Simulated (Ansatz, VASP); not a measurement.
## Al2Cu: VASP beside Ansatz

```xyz
3
Lattice="4.2860 0.0000 0.0000 0.0000 4.2860 0.0000 0.0000 0.0000 2.8847" Properties=species:S:1:pos:R:3 pbc="T T T"
Al    2.1430    0.0335    1.4424
Al    0.0000    1.9953    1.4424
Cu    0.0000    0.0485    0.0000
```

Change from the starting cell: mode 9 frozen in at -0.142 Å, equal normal strain along x and y +0.0400.

Alike in both runs: task single point; functional PBE; k mesh 10 × 10 × 14; occupations gaussian, width 0.15 eV; no spin polarisation.

|  | VASP | Ansatz |
| --- | --- | --- |
| version | VASP 6.6.1 | Ansatz 0.2.0 |
| potentials or method | VASP PAW PBE potentials, release 64 (Al, Cu), cutoff 520 eV | scalar-relativistic, plane waves, PAW |
| valence electrons in the cell | 17 | 25 |

```csv
,VASP,Ansatz,Ansatz less VASP
gap on the k mesh at the Fermi level (eV),none,none,-
pressure (GPa),-4.1,-4.2,-0.16
"traceless stress, the component that is largest in VASP (GPa)",-1.43,-1.44,-0.012
rms of the force components (eV/Å),0.546,0.544,-0.0026
```

Atom by atom the forces differ by 0.003 eV/Å (rms over components). A gap of «none» marks a metal or a gap that the smearing closes. VASP's potentials hold 17 valence electrons a cell and Ansatz's 25, so a difference there can come from the potentials and not from the codes.
